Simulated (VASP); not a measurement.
The system is LaMoC2.

```
La Mo C
1.0
     3.38663    0.00000    0.00000
     0.00000    3.38663    0.00000
     0.00000    0.00000    5.57141
La Mo C
1 1 2
Direct
  0.50000 0.50000 0.00000
  0.00000 0.00000 0.50000
  0.00000 0.50000 0.34582
  0.50000 0.00000 0.65418
```

The cell was generated, and may not be a known phase.

```yaml
Program: VASP 6.6.1
Task: relaxation of cell and atoms
Functional: PBE
Potentials_or_basis: VASP PAW PBE potentials, release 64 (La, Mo_sv, C)
Cutoff: 600 eV
k_mesh: 6 × 6 × 4
Occupations: gaussian, width 0.1 eV
Spin: no spin polarisation
```

At the start: pressure 18.1 GPa; volume 15.97 Å³/atom.

Task: Where does the relaxation end?

Result: Over 13 steps the energy falls by 162.6 meV/atom and the volume is 17.51 Å³/atom (+9.6 %); space group P-4m2 (No. 115, to 0.1 Å) before and after.

Step by step:
```
step  energy change (eV)  largest force (eV/Å)  pressure (GPa)  volume (Å³)
   1              0.0000                2.2091           18.08        63.90
   2              0.1167                0.8181          -16.00        81.97
   3             -0.5241                0.3897           -2.39        71.65
   4             -0.5247                0.4303           -1.94        71.42
   5             -0.5992                0.0402           -0.39        70.25
   6             -0.6178                0.2489            0.92        69.37
   7             -0.6179                0.2770            1.05        69.29
   8             -0.6321                0.3241           -0.62        70.17
   9             -0.6338                0.3441           -1.32        70.55
  10             -0.6439                0.2353           -0.69        70.28
  11             -0.6501                0.0380            0.39        69.79
  12             -0.6501                0.0525            0.31        69.82
  13             -0.6505                0.0254           -0.03        70.02
```

Final structure:
```yaml
crystal:
  lattice:
    - [3.67095, 0.00000, 0.00000]
    - [0.00000, 3.67095, 0.00000]
    - [0.00000, 0.00000, 5.19622]
  atoms:
    - { symbol: La, position: [0.50000, 0.50000, 0.00000] }
    - { symbol: Mo, position: [0.00000, 0.00000, 0.50000] }
    - { symbol: C, position: [0.00000, 0.50000, 0.33877] }
    - { symbol: C, position: [0.50000, 0.00000, 0.66123] }
```

Caveat: the highest band is partly filled, so the run has too few bands.
